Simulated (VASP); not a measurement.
Runs of VASP 6.6.1 on Na. The structure is that of space group Fm-3m (No. 225), or close to it. The cells are those of the table. This isn't the form of Na at room conditions, which is bcc.

```tsv
task	cell	gap on the mesh (eV)	pressure (GPa)
single point	a = 3.146 Å, angles 60.0°, 1 atom	none	(a)
relaxation of cell and atoms	relaxed to 10 GPa from a = 3.811 Å, angles 60.0°, 1 atom	none	10.1
single point	a = 2.948 Å, angles 60.0°, 1 atom	none	19.9
relaxation of cell and atoms	relaxed to 30 GPa from a = 3.811 Å, angles 60.0°, 1 atom	none	30.0
single point	a = 3.719 Å, angles 60.0°, 1 atom	none	0.0
relaxation of cell and atoms	relaxed to 20 GPa from a = 3.811 Å, angles 60.0°, 1 atom	none	20.1
relaxation of cell and atoms	relaxed from a = 3.811 Å, angles 60.0°, 1 atom	none	0.0
single point	a = 2.828 Å, angles 60.0°, 1 atom	none	29.8
```

Alike in all rows: level PBEsol; potentials or basis VASP PAW PBE potentials, release 64 (Na_pv); no spin polarisation; k mesh 15 × 15 × 15; cutoff (eV) 500; smearing fermi-dirac 0.05 eV.

Question: Fill in the values left out.

Answer: (a) 9.9.

Caveats: the PAW data sets were made with another functional, which shifts forces and pressure a little; the cell stands under pressure (at least some runs); the cell is relaxed towards a set pressure, so the run minimises the enthalpy, not the energy (at least some runs).

A gap of «none» marks levels without a gap at the run's occupations.
